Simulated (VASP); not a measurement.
# SnSe2 (P-3m1) in VASP: further runs

The runs below take SnSe2 through single point, with PBEsol.

All numbers are computed with VASP 6.6.1; they aren't measurements. Logs are shortened: lines on timing, memory, paths and dates and some standing lists are left out, and cuts for length are marked.

## 1. The cell of the first run

The structure is trigonal, space group P-3m1 (No. 164). Conventional cell: a = 3.741 Å, b = 3.741 Å, c = 6.229 Å, α = 90.00°, β = 90.00°, γ = 120.00°. Sn (site symmetry -3m) has 6 Se at 2.69 Å within 3.5 Å. Within 3.5 Å of Se (site symmetry 3m) lie 3 Sn at 2.69 Å.

## 2. Single point, PBEsol (biaxial strain in the a-b plane: -2.0 %)

Contents of INCAR:

```
  ALGO = Normal
  EDIFF = 1E-7
  ENCUT = 520
  GGA = PS
  ISIF = 2
  ISMEAR = 0
  LASPH = T
  LCHARG = T
  LELF = T
  LREAL = F
  LVHAR = T
  LWAVE = F
  NBANDS = 20
  NELM = 100
  PREC = Accurate
  SIGMA = 0.02
```

Contents of KPOINTS:

```
k-points
0
Gamma
  12 12 6
```

Contents of POSCAR:

```
SnSe2
1.0
    3.7410997642      0.0000000000      0.0000000000
   -1.8705498821      3.2398874339      0.0000000000
    0.0000000000      0.0000000000      6.2285319577
Sn Se
1 2
Direct
    0.0000000000      0.0000000000      0.0000000000
    0.6666666667      0.3333333333      0.7421700594
    0.3333333333      0.6666666667      0.2578299406
```

Potentials or basis: VASP PAW PBE potentials, release 64 (Sn_d, Se).

Launch:

```
> cat potpaw_PBE.64/Sn_d/POTCAR potpaw_PBE.64/Se/POTCAR > POTCAR
> mpirun -np 1 vasp_std > vasp.out
```

OUTCAR:

```text
EDIFF = 1E-7
   ENCUT = 520
   GGA = PS
   ISIF = 2
   ISMEAR = 0
   LASPH = T
   LREAL = F
   NELM = 100
   PREC = Accurate

 ion  position               nearest neighbor table
   1  0.000  0.000  0.000-   2 2.69   3 2.69   2 2.69   3 2.69   2 2.69   3 2.69
   2  0.667  0.333  0.742-   1 2.69   1 2.69   1 2.69
   3  0.333  0.667  0.258-   1 2.69   1 2.69   1 2.69

  LATTYP: Found a hexagonal cell.
 ALAT       =     3.7410997642
 C/A-ratio  =     1.6648933069

  Lattice vectors:

 A1 = (   3.7410997642,   0.0000000000,   0.0000000000)
 A2 = (  -1.8705498821,   3.2398874339,   0.0000000000)
 A3 = (   0.0000000000,   0.0000000000,   6.2285319577)

Analysis of symmetry for initial positions (statically):
=====================================================================
 Subroutine PRICEL returns:
 Original cell was already a primitive cell.

 Routine SETGRP: Setting up the symmetry group for a
 hexagonal supercell.

 Subroutine GETGRP returns: Found 12 space group operations
 (whereof 12 operations were pure point group operations)
 out of a pool of 24 trial point group operations.

The static configuration has the point symmetry D_3d.

Analysis of symmetry for dynamics (positions and initial velocities):
=====================================================================
 Subroutine PRICEL returns:
 Original cell was already a primitive cell.

 Routine SETGRP: Setting up the symmetry group for a
 hexagonal supercell.

 Subroutine GETGRP returns: Found 12 space group operations
 (whereof 12 operations were pure point group operations)
 out of a pool of 24 trial point group operations.

The dynamic configuration has the point symmetry D_3d.

 Subroutine INISYM returns: Found 12 space group operations
 (whereof 12 operations are pure point group operations),
 and found     1 'primitive' translations

----------------------------------------------------------------------------------------

                                     Primitive cell

  volume of cell :      75.4944

  direct lattice vectors                    reciprocal lattice vectors
     3.741099764  0.000000000  0.000000000     0.267301078  0.154326349  0.000000000
    -1.870549882  3.239887434  0.000000000     0.000000000  0.308652699  0.000000000
     0.000000000  0.000000000  6.228531958     0.000000000  0.000000000  0.160551476

  length of vectors
     3.741099764  3.741099764  6.228531958     0.308652699  0.308652699  0.160551476

  position of ions in fractional coordinates (direct lattice)
     0.000000000  0.000000000  0.000000000
     0.666666667  0.333333333  0.742170059
     0.333333333  0.666666667  0.257829941

  ion indices of the primitive-cell ions
   primitive index   ion index
                 1           1
                 2           2
                 3           3

----------------------------------------------------------------------------------------

 KPOINTS: k-points

Automatic generation of k-mesh.
 Grid dimensions read from file:
 generate k-points for:   12   12    6

 Generating k-lattice:

  Cartesian coordinates                     Fractional coordinates (reciprocal lattice)
     0.022275090  0.012860529  0.000000000     0.083333333  0.000000000  0.000000000
     0.000000000  0.025721058  0.000000000     0.000000000  0.083333333  0.000000000
     0.000000000  0.000000000  0.026758579     0.000000000  0.000000000  0.166666667

  Length of vectors
     0.025721058  0.025721058  0.026758579

  Shift w.r.t. Gamma in fractional coordinates (k-lattice)
     0.000000000  0.000000000  0.000000000

 Subroutine IBZKPT returns following result:
 ===========================================

 Found    100 irreducible k-points:

 Following reciprocal coordinates:
            Coordinates               Weight
  0.000000  0.000000  0.000000      1.000000
  0.083333  0.000000  0.000000      6.000000
  0.166667  0.000000  0.000000      6.000000
  0.250000  0.000000  0.000000      6.000000
  0.333333  0.000000  0.000000      6.000000
  0.416667  0.000000  0.000000      6.000000
[... 16 lines left out ...]
  0.166667  0.000000  0.166667      6.000000
  0.000000  0.166667  0.166667      6.000000
 [... further k-points ...]
   k-points           NKPTS =    100   k-points in BZ     NKDIM =    100   number of bands    NBANDS=     20
   number of dos      NEDOS =    301   number of ions     NIONS =      3
   total plane-waves  NPLWV =  37632
   dimension x,y,z NGX =    28 NGY =   28 NGZ =   48
   dimension x,y,z NGXF=    56 NGYF=   56 NGZF=   96
   ions per type =               1   2
   NGX,Y,Z   is equivalent  to a cutoff of  12.44, 12.44, 12.81 a.u.
   NGXF,Y,Z  is equivalent  to a cutoff of  24.89, 24.89, 25.62 a.u.
 SYSTEM =  unknown system
   PREC   = accura    normal or accurate (medium, high low for compatibility)
   ISTART =      0    job   : 0-new  1-cont  2-samecut
   ICHARG =      2    charge: 1-file 2-atom 10-const
   ISPIN  =      1    spin polarized calculation?
   LNONCOLLINEAR =      F non collinear calculations
   LSORBIT =      F    spin-orbit coupling
   LASPH  =      T    aspherical Exc in radial PAW
   ENCUT  =  520.0 eV  38.22 Ry    6.18 a.u.   6.96  6.96 11.58*2*pi/ulx,y,z
   NELM   =    100;   NELMIN=  2; NELMDL= -5     # of ELM steps
   EDIFF  = 0.1E-06   stopping-criterion for ELM
   LREAL  =      F    real-space projection
   EDIFFG = 0.1E-05   stopping-criterion for IOM
   NSW    =      0    number of steps for IOM
   IBRION =     -1    ionic relax: 0-MD 1-quasi-New 2-CG
   NFREE  =      0    steps in history (QN), initial steepest desc. (CG)
   ISIF   =      2    stress and relaxation
   ISYM   =      2    0-nonsym 1-usesym 2-fastsym
   POTIM  = 0.5000    time-step for ionic-motion
   TEBEG  =    0.0;   TEEND  =   0.0 temperature during run
   PSTRESS=    0.0 pullay stress
   NELECT =      26.0000    total number of electrons
   NUPDOWN=      -1.0000    fix difference up-down
   EMIN   =  10.00;   EMAX   =-10.00  energy-range for DOS
   EFERMI =   0.00;   METHOD = LEGACY
   ISMEAR =     0;   SIGMA  =   0.02  broadening in eV -4-tet -1-fermi 0-gaus
   EFERMI_NEDOS =   21; number of points for ismear=-14 and -15
   IALGO  =     38    algorithm
   IMIX   =      4    mixing-type and parameters
     AMIX     =   0.40;   BMIX     =  1.00
     AMIX_MAG =   1.60;   BMIX_MAG =  1.00
  volume/ion in A,a.u.               =      25.16       169.82
  Fermi-wavevector in a.u.,A,eV,Ry     =   1.147522  2.168502 17.916240  1.316806
  Thomas-Fermi vector in A             =   2.284201
   LORBIT       =      0    0 simple, 1 ext, 2 COOP (PROOUT), +10 PAW based schemes
   GGA     = PS    functional components
   LHFCALC =     F    Hartree Fock is set to
   AEXX    =    0.0000 exact exchange contribution
   IVDW    =     0    specifies the selected vdW correction
   LEPSILON=     F    determine dielectric tensor
   LRPA    =     F    only Hartree local field effects (RPA)
 non-spin polarized calculation
 Gauss-broadening in eV      SIGMA  =   0.02
  energy-cutoff  :      520.00
  volume of cell :       75.49
 maximum number of plane-waves:      2046
   NGX = 13   NGY = 13   NGZ = 23

 number of electron      25.9999990 magnetization

 Free energy of the ion-electron system (eV)
  ---------------------------------------------------
  ext. energy  EPLUGINS =         0.00000000
  ---------------------------------------------------
  free energy    TOTEN  =       -12.95727500 eV

  energy without entropy =      -12.95727500  energy(sigma->0) =      -12.95727500

 E-fermi :   4.5605     XC(G=0):  -9.7800

 val. band max:        4.3871690966   @ k =   0.1667   0.0000   0.1667
 cond. band min:       4.8542298227   @ k =   0.0000   0.4167   0.3333
 fundamental gap:      0.4670607260
 Fermi energy:         4.5605475651

 k-point     1 :       0.0000    0.0000    0.0000
  band No.  band energies     occupation
      1     -16.8583      2.00000
      2     -16.8583      2.00000
      3     -16.8102      2.00000
      4     -16.7963      2.00000
      5     -16.7963      2.00000
      6      -9.7508      2.00000
[... 12 lines left out ...]
     19      13.4108      0.00000
     20      13.4108      0.00000

 k-point     2 :       0.0833    0.0000    0.0000
  band No.  band energies     occupation
      1     -16.8615      2.00000
      2     -16.8548      2.00000
      3     -16.8078      2.00000
      4     -16.7989      2.00000
      5     -16.7963      2.00000
      6      -9.6774      2.00000
[... 12 lines left out ...]
     19      12.5800      0.00000
     20      13.4969      0.00000

 k-point     3 :       0.1667    0.0000    0.0000
  band No.  band energies     occupation
      1     -16.8712      2.00000
      2     -16.8460      2.00000
      3     -16.8067      2.00000
      4     -16.7995      2.00000
      5     -16.7955      2.00000
      6      -9.4619      2.00000
[... 12 lines left out ...]
     19      12.4705      0.00000
     20      13.6358      0.00000

 k-point     4 :       0.2500    0.0000    0.0000
  band No.  band energies     occupation
      1     -16.8861      2.00000
      2     -16.8361      2.00000
      3     -16.8145      2.00000
      4     -16.7922      2.00000
      5     -16.7894      2.00000
      6      -9.1202      2.00000
[... 12 lines left out ...]
     19      12.6766      0.00000
     20      13.7844      0.00000

 k-point     5 :       0.3333    0.0000    0.0000
  band No.  band energies     occupation
      1     -16.9022      2.00000
      2     -16.8300      2.00000
      3     -16.8216      2.00000
      4     -16.7851      2.00000
      5     -16.7787      2.00000
      6      -8.6894      2.00000
[... 12 lines left out ...]
     19      13.4215      0.00000
     20      14.0544      0.00000
[... 353 lines left out ...]
      6      -9.6349      2.00000
[... 12 lines left out ...]
     19      12.4377      0.00000
     20      13.5124      0.00000

 k-point    22 :       0.0000    0.0833    0.1667
  band No.  band energies     occupation
      1     -16.8614      2.00000
      2     -16.8548      2.00000
      3     -16.8078      2.00000
      4     -16.7989      2.00000
      5     -16.7963      2.00000
      6      -9.6348      2.00000
[... 12 lines left out ...]
     19      12.4352      0.00000
     20      13.2058      0.00000

 k-point    23 :       0.1667    0.0000    0.1667
  band No.  band energies     occupation
      1     -16.8712      2.00000
      2     -16.8460      2.00000
      3     -16.8067      2.00000
      4     -16.7995      2.00000
      5     -16.7955      2.00000
      6      -9.4203      2.00000
[... 12 lines left out ...]
     19      12.7899      0.00000
     20      13.0779      0.00000

 k-point    24 :       0.0000    0.1667    0.1667
  band No.  band energies     occupation
      1     -16.8712      2.00000
      2     -16.8460      2.00000
      3     -16.8067      2.00000
      4     -16.7995      2.00000
      5     -16.7955      2.00000
      6      -9.4199      2.00000
[... 12 lines left out ...]
     19      12.2325      0.00000
     20      13.4094      0.00000

 [... further k-points ...]
[... 5 lines left out ...]
  --------------------------------------------------------------------------------------
  -------------------------------------------------------------------------------------
  Total        1.3824043      1.3824043      0.3316902      0.0000000     -0.0000000      0.0000000
  in kB       29.3380159     29.3380159      7.0392810      0.0000000     -0.0000000      0.0000000
  external PRESSURE =      21.9051043 kB  Pullay stress =       0.0000000 kB

 VOLUME and BASIS-vectors are now :
 -----------------------------------------------------------------------------
  energy-cutoff  :      520.00
  volume of cell :       75.49
      direct lattice vectors                 reciprocal lattice vectors
     3.741099764  0.000000000  0.000000000     0.267301078  0.154326349  0.000000000
    -1.870549882  3.239887434  0.000000000     0.000000000  0.308652699  0.000000000
     0.000000000  0.000000000  6.228531958     0.000000000  0.000000000  0.160551476

 POSITION                                       TOTAL-FORCE (eV/Angst)
 -----------------------------------------------------------------------------------
      0.00000      0.00000      0.00000        -0.000000      0.000000      0.000000
      1.87055      1.07996      4.62263         0.000000      0.000000     -0.073057
     -0.00000      2.15992      1.60590        -0.000000     -0.000000      0.073057
 -----------------------------------------------------------------------------------
    total drift:                               -0.000000      0.000000     -0.000000

  FREE ENERGIE OF THE ION-ELECTRON SYSTEM (eV)
  ---------------------------------------------------
  free  energy   TOTEN  =       -12.9572750002 eV

  energy  without entropy=      -12.9572750002  energy(sigma->0) =      -12.95727500
```

Run time: 67 s. Hardware: 1 thread of Intel Xeon 6975P-C (Granite Rapids), shared host; peak memory 0.27 GiB.

Results:

```
Free energy            : -12.9573 eV
Pressure               : 2.2 GPa
Largest force          : 0.073 eV/Å
Band gap on the k mesh : 0.47 eV, indirect (least direct gap 1.09 eV)
```

Forces in eV/Å, atoms in the order of the input:
```
Sn   0.000  0.000  0.000
Se   0.000  0.000 -0.073
Se   0.000  0.000  0.073
```

Caveat: the cell differs from its parent crystal (biaxial strain in the a-b plane: -2.0 %); the PAW data sets were made with another functional, which shifts forces and pressure a little; spin-orbit coupling is left out, which moves the levels of the heavy elements; this functional lacks dispersion, which binds the layers, so the pressure and a relaxed spacing across them are unreliable.

[end of part 1 of 3]
